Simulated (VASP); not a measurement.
# Si31C32 (a cell with a defect) in VASP: a series of runs, part 2 of 2

VASP 6.6.1. The steps go on from the part before.

## (4) Single point, PBEsol

INCAR reads:

```
SYSTEM = Si31C32
PREC     = Accurate       ! precision mode
ENCUT    = 520            ! plane-wave cutoff, eV
EDIFF    = 1E-6           ! SCF threshold, eV
ISMEAR   = -1             ! smearing method
SIGMA    = 0.05           ! smearing width, eV
LREAL    = Auto         
LASPH    = .True.         ! aspherical terms in the spheres
NELM     = 120            ! most SCF steps
ALGO     = Normal         ! electronic algorithm
ISIF     = 2              ! what is computed and relaxed
LWAVE    = .False.        ! write WAVECAR
LCHARG   = .True.         ! write CHGCAR
GGA      = PS             ! functional
LELF     = .True.         ! ELF
LVHAR    = .True.       
NELECT   = 254.0        
ISYM     = -1           
NBANDS   = 163            ! bands
GGA_COMPAT= .False.
```

KPOINTS reads:

```
explicit points
1
Reciprocal
  0.25000000   0.25000000   0.25000000 1
```

POSCAR reads:

```
Si31C32
1.0
    8.7137060000      0.0000000000      0.0000000000
    0.0000000000      8.7137060000      0.0000000000
    0.0000000000      0.0000000000      8.7137060000
Si C
31 32
Direct
    0.0001150000      0.9997390000      0.0002600000
    0.9997080000      0.9993330000      0.5013060000
    0.9997420000      0.5009890000      0.0001910000
    0.9999230000      0.4999160000      0.5003730000
    0.5013700000      0.9993850000      0.0001960000
    0.5002870000      0.9995470000      0.5003760000
    0.5003070000      0.4999410000      0.9999750000
    0.2507020000      0.2503330000      0.0001010000
    0.2506330000      0.2502710000      0.5003340000
    0.2508790000      0.7490010000      0.0003250000
    0.2524970000      0.7482170000      0.5007520000
    0.7493730000      0.2505050000      0.0003390000
    0.7486060000      0.2521720000      0.5007500000
    0.7499360000      0.7495640000      0.9992670000
    0.7466810000      0.7462730000      0.5038780000
    0.2505260000      0.9990490000      0.2506330000
    0.2506720000      0.9999630000      0.7498930000
    0.2516960000      0.5003790000      0.2522270000
    0.2525090000      0.5000620000      0.7478330000
    0.7497030000      0.0002430000      0.2508010000
    0.7499650000      0.9984350000      0.7502030000
    0.7479690000      0.5002080000      0.2536000000
    0.7463500000      0.5039210000      0.7457820000
    0.9994100000      0.2501420000      0.2506350000
    0.0003590000      0.2502730000      0.7499010000
    0.0006120000      0.7493400000      0.2507900000
    0.9987840000      0.7495790000      0.7502020000
    0.5007680000      0.2513940000      0.2522800000
    0.5004340000      0.2521830000      0.7477930000
    0.5006030000      0.7475490000      0.2536000000
    0.5043290000      0.7459390000      0.7457550000
    0.1254190000      0.1250470000      0.1255760000
    0.1239930000      0.1236000000      0.6253650000
    0.1247900000      0.6245450000      0.1247440000
    0.1250510000      0.6255320000      0.6259350000
    0.6249000000      0.1244360000      0.1247780000
    0.6258960000      0.1247000000      0.6259310000
    0.6257000000      0.6253140000      0.1256620000
    0.6332770000      0.6328240000      0.6316600000
    0.3753850000      0.3750210000      0.1255470000
    0.3626880000      0.3623790000      0.6347920000
    0.3757770000      0.8754410000      0.1248870000
    0.3756360000      0.8755580000      0.6260590000
    0.8758210000      0.3754120000      0.1248780000
    0.8759800000      0.3752470000      0.6260780000
    0.8754200000      0.8750570000      0.1255520000
    0.8764890000      0.8761290000      0.6247720000
    0.3750260000      0.1244020000      0.3752190000
    0.3756710000      0.1243010000      0.8765240000
    0.3644060000      0.6349380000      0.3655910000
    0.3759130000      0.6252500000      0.8752030000
    0.8763160000      0.1242040000      0.3759930000
    0.8752370000      0.1250590000      0.8756320000
    0.8760120000      0.6256480000      0.3756940000
    0.8761830000      0.6241340000      0.8765150000
    0.1247520000      0.3746410000      0.3752020000
    0.1246700000      0.3753040000      0.8765410000
    0.1245800000      0.8759510000      0.3759810000
    0.1254240000      0.8748600000      0.8756180000
    0.6353470000      0.3641480000      0.3656570000
    0.6256220000      0.3755290000      0.8752080000
    0.6260180000      0.8756010000      0.3757120000
    0.6244990000      0.8758040000      0.8764980000
```

Potentials or basis: VASP PAW PBE potentials, release 64 (Si, C).

On the command line:

```
$ cat potpaw_PBE.64/Si/POTCAR potpaw_PBE.64/C/POTCAR > POTCAR
$ mpirun -np 1 vasp_std > vasp.out
```

OUTCAR:

```text
SYSTEM = Si31C32
   PREC = Accurate
   ENCUT = 520
   EDIFF = 1E-6
   ISMEAR = -1
   LREAL = Auto
   LASPH = .True.
   NELM = 120
   ISIF = 2
   GGA = PS
   NELECT = 254.0
   ISYM = -1

 ion  position               nearest neighbor table
   1  0.000  1.000  0.000-  46 1.88  53 1.89  59 1.89  32 1.89  21 3.08  27 3.08  14 3.08  24 3.09
                            16 3.09  25 3.09  17 3.09  26 3.09  20 3.09   8 3.09  10 3.09  12 3.09
   2  1.000  0.999  0.501-  47 1.86  33 1.87  52 1.88  58 1.88  21 3.07  27 3.07  25 3.08  17 3.08
                            26 3.08  20 3.08  24 3.09  16 3.09   9 3.09  11 3.10  13 3.11  15 3.12
   3  1.000  0.501  0.000-  55 1.86  34 1.88  44 1.88  57 1.88  14 3.07  27 3.07  26 3.07  10 3.08
                            12 3.09  25 3.09  24 3.09   8 3.09  18 3.11  19 3.11  22 3.11  23 3.13
   4  1.000  0.500  0.500-  45 1.88  54 1.88  56 1.89  35 1.89  22 3.07  26 3.07  13 3.08  23 3.08
                            25 3.08  27 3.08  24 3.08  15 3.08  18 3.08  19 3.08   9 3.08  11 3.09
   5  0.501  0.999  0.000-  63 1.86  36 1.88  42 1.88  49 1.88  14 3.07  21 3.07  20 3.07  12 3.08
                            10 3.09  17 3.09  16 3.09   8 3.09  28 3.11  29 3.11  30 3.11  31 3.13
   6  0.500  1.000  0.500-  43 1.88  62 1.88  48 1.89  37 1.89  30 3.07  20 3.07  31 3.08  17 3.08
                            11 3.08  16 3.08  21 3.08  15 3.08  28 3.08  29 3.08   9 3.08  13 3.09
   7  0.500  0.500  1.000-  51 1.88  61 1.88  40 1.89  38 1.89  10 3.07  12 3.07   8 3.08  14 3.08
                            19 3.08  29 3.08  31 3.08  23 3.08  28 3.09  18 3.09  30 3.09  22 3.09
   8  0.251  0.250  0.000-  57 1.88  49 1.88  40 1.89  32 1.89   7 3.08  25 3.08  17 3.08   1 3.09
                             5 3.09   3 3.09  16 3.09  24 3.09  19 3.09  29 3.09  18 3.09  28 3.09
   9  0.251  0.250  0.500-  41 1.81  48 1.89  56 1.89  33 1.90  29 3.06  19 3.06  28 3.07  18 3.07
[... 63 lines left out ...]
  50  0.364  0.635  0.366-  11 1.82  18 1.82  30 1.82
  51  0.376  0.625  0.875-  10 1.88   7 1.88  19 1.89  31 1.91
  52  0.876  0.124  0.376-   2 1.88  24 1.88  20 1.89  13 1.91
  53  0.875  0.125  0.876-   1 1.89  12 1.89  25 1.89  21 1.90
  54  0.876  0.626  0.376-  26 1.88   4 1.88  22 1.89  15 1.90
  55  0.876  0.624  0.877-   3 1.86  27 1.88  14 1.88  23 1.92
  56  0.125  0.375  0.375-  24 1.88   4 1.89   9 1.89  18 1.89
  57  0.125  0.375  0.877-   3 1.88   8 1.88  25 1.89  19 1.92
  58  0.125  0.876  0.376-   2 1.88  16 1.88  26 1.89  11 1.91
  59  0.125  0.875  0.876-   1 1.89  10 1.89  17 1.89  27 1.90
  60  0.635  0.364  0.366-  13 1.82  28 1.82  22 1.82
  61  0.626  0.376  0.875-  12 1.88   7 1.88  29 1.89  23 1.91
  62  0.626  0.876  0.376-  20 1.88   6 1.88  30 1.89  15 1.90
[... 217 lines left out ...]
 number of electron     253.9999971 magnetization

 Free energy of the ion-electron system (eV)
  ---------------------------------------------------
  ext. energy  EPLUGINS =         0.00000000
  ---------------------------------------------------
  free energy    TOTEN  =      -478.17437837 eV

  energy without entropy =     -478.01669250  energy(sigma->0) =     -478.09553543

 E-fermi :   8.7392     XC(G=0): -11.4387

 val. band max:        8.7278604888   @ k =   0.2500   0.2500   0.2500
 cond. band min:       8.7404991196   @ k =   0.2500   0.2500   0.2500
 fundamental gap:      0.0126386307
 Fermi energy:         8.7391519113

 k-point     1 :       0.2500    0.2500    0.2500
  band No.  band energies     occupation
      1      -7.4035      2.00000
      2      -6.6396      2.00000
      3      -6.6377      2.00000
      4      -6.4935      2.00000
      5      -5.8692      2.00000
      6      -5.8691      2.00000
[... 131 lines left out ...]
    138      12.0439      0.00000
    139      12.0445      0.00000
 [bands above 139 left out]

------------------------ aborting loop because EDIFF is reached ----------------------------------------

  FORCE on cell =-STRESS in cart. coord.  units (eV):
  Direction    XX          YY          ZZ          XY          YZ          ZX
  --------------------------------------------------------------------------------------
  -------------------------------------------------------------------------------------
  Total       26.4234399     26.3858276     25.4942132     -2.1582817     -2.2653369     -2.2724066
  in kB       63.9869233     63.8958416     61.7367108     -5.2264885     -5.4857332     -5.5028530
  external PRESSURE =      63.2064919 kB  Pullay stress =       0.0000000 kB

 VOLUME and BASIS-vectors are now :
 -----------------------------------------------------------------------------
  energy-cutoff  :      520.00
  volume of cell :      661.62
      direct lattice vectors                 reciprocal lattice vectors
     8.713706000  0.000000000  0.000000000     0.114761733  0.000000000  0.000000000
     0.000000000  8.713706000  0.000000000     0.000000000  0.114761733  0.000000000
     0.000000000  0.000000000  8.713706000     0.000000000  0.000000000  0.114761733

 POSITION                                       TOTAL-FORCE (eV/Angst)
 -----------------------------------------------------------------------------------
      0.00100      8.71143      0.00227         0.006493      0.007329      0.000657
      8.71116      8.70789      4.36823         0.009657      0.010833     -0.000285
      8.71146      4.36547      0.00166         0.013572     -0.041519      0.002220
      8.71304      4.35612      4.36010         0.016687     -0.004492     -0.003183
      4.36879      8.70835      0.00171        -0.042507      0.012278      0.001587
      4.35935      8.70976      4.36013        -0.004507      0.017036     -0.004302
[... 55 lines left out ...]
      5.45494      7.62973      3.27384         0.010602     -0.017180      0.011446
      5.44170      7.63150      7.63755         0.024582     -0.030429     -0.029296
 -----------------------------------------------------------------------------------
    total drift:                               -0.005688     -0.036723     -0.021951

  FREE ENERGIE OF THE ION-ELECTRON SYSTEM (eV)
  ---------------------------------------------------
  free  energy   TOTEN  =      -478.1743783669 eV

  energy  without entropy=     -478.0166925012  energy(sigma->0) =     -478.09553543
```

It took 4 min on 1 thread of AMD EPYC 9R45 (Zen 5), shared host; peak memory 0.66 GiB.

Results:

| Property | Result |
| --- | --- |
| Free energy | -478.1744 eV |
| Largest force | 0.162 eV/Å |

Forces on the atoms (eV/Å):
```
Si   0.006  0.007  0.001
Si   0.010  0.011  0.000
Si   0.014 -0.042  0.002
Si   0.017 -0.004 -0.003
Si  -0.043  0.012  0.002
Si  -0.005  0.017 -0.004
Si  -0.004 -0.006  0.006
Si   0.005  0.004 -0.013
Si   0.000  0.000 -0.002
Si   0.014  0.001  0.007
Si   0.014 -0.027  0.005
Si   0.000  0.014  0.006
Si  -0.029  0.011  0.007
Si  -0.010 -0.008  0.013
Si   0.060  0.062 -0.086
Si   0.010  0.002 -0.010
Si   0.002  0.013  0.019
Si   0.022  0.022  0.006
Si   0.025 -0.055  0.006
Si  -0.004  0.003 -0.003
Si  -0.001  0.022  0.004
Si  -0.005 -0.034 -0.028
Si   0.015 -0.062  0.050
Si   0.001  0.010 -0.011
Si   0.012  0.004  0.019
Si   0.005 -0.002 -0.004
Si   0.023  0.003  0.004
Si   0.023  0.022  0.005
Si  -0.059  0.025  0.007
Si  -0.040 -0.004 -0.026
Si  -0.063  0.015  0.050
C    0.002  0.000  0.010
C    0.012  0.013 -0.012
C   -0.019 -0.001 -0.010
C   -0.004  0.017 -0.001
C    0.001 -0.018 -0.011
C    0.016 -0.003 -0.002
C    0.012  0.012  0.002
C   -0.064 -0.063  0.081
C   -0.007 -0.008  0.006
C    0.104  0.098  0.077
C    0.014  0.001  0.005
C    0.008 -0.018 -0.001
C    0.001  0.010  0.005
C   -0.018  0.007 -0.004
C   -0.004 -0.005  0.009
C   -0.044 -0.048  0.011
C    0.001  0.001 -0.003
C    0.020 -0.002 -0.006
C    0.011 -0.035 -0.043
C   -0.004  0.016 -0.004
C   -0.010  0.001 -0.013
C   -0.001 -0.005 -0.006
C   -0.020  0.013  0.009
C   -0.031  0.021 -0.033
C    0.003  0.000 -0.002
C   -0.004  0.019 -0.007
C    0.002 -0.010 -0.012
C   -0.002 -0.003 -0.006
C   -0.043  0.004 -0.047
C    0.018 -0.004 -0.002
C    0.011 -0.017  0.011
C    0.025 -0.030 -0.029
```

Caveat: the cell carries a net charge on a neutralising background, which shifts energy and pressure; the cell is charged against a uniform background, so pressure and absolute levels hang on convention; the PAW data sets were made with another functional, which shifts forces and pressure a little.

## (5) Single point, PBEsol, collinear spin

INCAR reads:

```
SYSTEM = Si31C32
ALGO     = Normal         ! electronic algorithm
EDIFF    = 1E-6           ! SCF threshold, eV
ENCUT    = 520            ! plane-wave cutoff, eV
GGA      = PS             ! functional
GGA_COMPAT= .FALSE.      
ISIF     = 2              ! what is computed and relaxed
ISMEAR   = -1             ! smearing method
ISPIN    = 2              ! spin polarisation
ISYM     = -1           
LASPH    = .TRUE.         ! aspherical terms in the spheres
LCHARG   = .TRUE.         ! write CHGCAR
LELF     = .TRUE.         ! ELF
LORBIT   = 11             ! projections on sites
LREAL    = Auto         
LVHAR    = .TRUE.       
LWAVE    = .FALSE.        ! write WAVECAR
MAGMOM   = 0 0 0 0 0 0 0 0 0 0 0 0 0 0 0 0 0 0 0 0 0 0 0 0 0 0 0 0 0 0 0 0 0 0 0 0 0 0 0.5 0 0.5 0 0 0 0 0 0 0 0 0.5 0 0 0 0 0 0 0 0 0 0.5 0 0 0 ! initial moments
NBANDS   = 167            ! bands
NELECT   = 250.0        
NELM     = 200            ! most SCF steps
PREC     = Accurate       ! precision mode
SIGMA    = 0.05           ! smearing width, eV
```

KPOINTS is that of step 4.

POSCAR reads:

```
Si31C32
1.0
    8.7137060000      0.0000000000      0.0000000000
    0.0000000000      8.7137060000      0.0000000000
    0.0000000000      0.0000000000      8.7137060000
Si C
31 32
Direct
    0.0001280000      0.9997530000      0.0003220000
    0.9997710000      0.9994000000      0.5006220000
    0.9997900000      0.5000540000      0.9999800000
    0.0005270000      0.4995700000      0.5001530000
    0.5004230000      0.9993940000      0.0000070000
    0.4999570000      0.0001310000      0.5001440000
    0.4999520000      0.4995790000      0.0007040000
    0.2498770000      0.2495040000      0.0003400000
    0.2488690000      0.2484950000      0.4971860000
    0.2489610000      0.7495450000      0.0006520000
    0.2496330000      0.7500900000      0.5043660000
    0.7499390000      0.2485890000      0.0006410000
    0.7504370000      0.2492610000      0.5043720000
    0.7503180000      0.7499520000      0.0001560000
    0.7526110000      0.7522070000      0.4942040000
    0.2498790000      0.9997580000      0.2500820000
    0.2489540000      0.0000810000      0.7501300000
    0.2488940000      0.4966150000      0.2490830000
    0.2496380000      0.5038200000      0.7506330000
    0.7499380000      0.0000800000      0.2491640000
    0.7503190000      0.9995900000      0.7505040000
    0.7504680000      0.5038010000      0.2498170000
    0.7525910000      0.4937070000      0.7528190000
    0.0001560000      0.2495040000      0.2500660000
    0.0004460000      0.2486120000      0.7501350000
    0.0004550000      0.7495750000      0.2491660000
    0.9999660000      0.7499430000      0.7505170000
    0.4969680000      0.2485040000      0.2490700000
    0.5041730000      0.2492390000      0.7506800000
    0.5041930000      0.7500670000      0.2498250000
    0.4940430000      0.7522280000      0.7527790000
    0.1251180000      0.1247340000      0.1252960000
    0.1241830000      0.1238410000      0.6255510000
    0.1242040000      0.6249930000      0.1243930000
    0.1243000000      0.6253000000      0.6258560000
    0.6253710000      0.1238390000      0.1243900000
    0.6256530000      0.1239290000      0.6258370000
    0.6256660000      0.6252820000      0.1244850000
    0.6451260000      0.6447730000      0.6452920000
    0.3750290000      0.3746510000      0.1245450000
    0.3618640000      0.3614790000      0.6390970000
    0.3738930000      0.8750960000      0.1247610000
    0.3749090000      0.8760690000      0.6256730000
    0.8754840000      0.3735140000      0.1247520000
    0.8764190000      0.3745670000      0.6256670000
    0.8752770000      0.8749130000      0.1250380000
    0.8753070000      0.8749330000      0.6269760000
    0.3750040000      0.1239900000      0.3751980000
    0.3738790000      0.1241780000      0.8756930000
    0.3618930000      0.6385080000      0.3620840000
    0.3749270000      0.6251270000      0.8766210000
    0.8754790000      0.1241930000      0.3740780000
    0.8752860000      0.1244840000      0.8754770000
    0.8764430000      0.6251200000      0.3750890000
    0.8753290000      0.6264310000      0.8755160000
    0.1243940000      0.3746500000      0.3751920000
    0.1245780000      0.3735230000      0.8756650000
    0.1245540000      0.8751290000      0.3740860000
    0.1248570000      0.8749160000      0.8754820000
    0.6388640000      0.3615030000      0.3620530000
    0.6254880000      0.3745440000      0.8766200000
    0.6255070000      0.8760490000      0.3750790000
    0.6267880000      0.8749560000      0.8754990000
```

On the command line:

```
$ cat potpaw_PBE.64/Si/POTCAR potpaw_PBE.64/C/POTCAR > POTCAR
$ mpirun -np 1 vasp_std > vasp.out
```

Run time: 7.7 min. Hardware: 1 thread of AMD EPYC 9R45 (Zen 5), shared host; peak memory 0.95 GiB.

Results (log left out):

```yaml
Free_energy: -511.2859 eV
Largest_force: 0.132 eV/Å
Net_moment: 0.00 μB per cell
Valence_electrons_inside_the_program's_atomic_spheres: Si 1.68, 1.67, 1.69 (each value once); C 2.52, 2.54, 2.39, 2.53, 2.40, 2.51 (each value once)
```

Forces in eV/Å, atoms in the order of the input:
```
Si  -0.002 -0.001 -0.003
Si  -0.003  0.002  0.020
Si  -0.002  0.022 -0.004
Si  -0.010  0.023  0.015
Si   0.021  0.000 -0.008
Si   0.019 -0.008  0.014
Si   0.020  0.021 -0.011
Si   0.000  0.001 -0.001
Si   0.016  0.017  0.035
Si   0.002  0.012 -0.004
Si   0.007  0.000 -0.006
Si   0.008  0.001  0.000
Si   0.002  0.010 -0.008
Si   0.009  0.009 -0.012
Si  -0.024 -0.019  0.128
Si   0.000  0.004 -0.003
Si   0.001 -0.001  0.008
Si   0.017  0.038  0.012
Si   0.008 -0.007  0.003
Si   0.009  0.000 -0.003
Si   0.010 -0.009  0.009
Si  -0.002 -0.006  0.007
Si  -0.020  0.123 -0.028
Si   0.000  0.000  0.001
Si  -0.002 -0.001  0.007
Si  -0.001  0.008 -0.003
Si  -0.011  0.012  0.008
Si   0.038  0.016  0.014
Si  -0.006  0.008 -0.003
Si  -0.007  0.000  0.007
Si   0.126 -0.020 -0.022
C    0.003  0.001  0.005
C    0.006  0.000 -0.004
C    0.008 -0.010  0.010
C   -0.003 -0.005 -0.005
C   -0.009  0.002  0.010
C   -0.003 -0.006  0.001
C   -0.002 -0.004 -0.002
C   -0.030 -0.028 -0.027
C   -0.024 -0.022 -0.001
C   -0.009 -0.013 -0.035
C    0.007 -0.011  0.004
C   -0.029  0.006 -0.004
C   -0.007  0.004  0.003
C    0.006 -0.030 -0.001
C   -0.004 -0.005  0.008
C    0.017  0.012 -0.045
C   -0.020  0.000 -0.019
C    0.006 -0.001 -0.009
C   -0.013 -0.038 -0.011
C   -0.034 -0.002  0.003
C   -0.012  0.002  0.005
C   -0.007  0.009 -0.011
C    0.006 -0.005 -0.031
C    0.013 -0.049  0.016
C   -0.007 -0.022 -0.015
C    0.000  0.005 -0.005
C    0.002 -0.014  0.007
C    0.005 -0.006 -0.005
C   -0.032 -0.014 -0.008
C   -0.004 -0.030  0.007
C   -0.008  0.007 -0.025
C   -0.044  0.010  0.018
```

Levels at points of the mesh, in eV from the Fermi level:
Spin up:
| k point | band 121 | band 122 | band 123 | band 124 | band 125 | band 126 | band 127 | band 128 | band 129 | band 130 |
| --- | --- | --- | --- | --- | --- | --- | --- | --- | --- | --- |
| (0.25, 0.25, 0.25) | -0.56 | -0.55 | -0.44 | -0.19 | -0.18 | 0.15 | 0.76 | 0.76 | 2.52 | 2.52 |
Spin down:
| k point | band 122 | band 123 | band 124 | band 125 | band 126 | band 127 | band 128 | band 129 |
| --- | --- | --- | --- | --- | --- | --- | --- | --- |
| (0.25, 0.25, 0.25) | -0.55 | -0.44 | -0.19 | -0.19 | 0.15 | 0.76 | 0.76 | 2.52 |

Caveat: the cell carries a net charge on a neutralising background, which shifts energy and pressure; the cell is charged against a uniform background, so pressure and absolute levels hang on convention; the PAW data sets were made with another functional, which shifts forces and pressure a little.
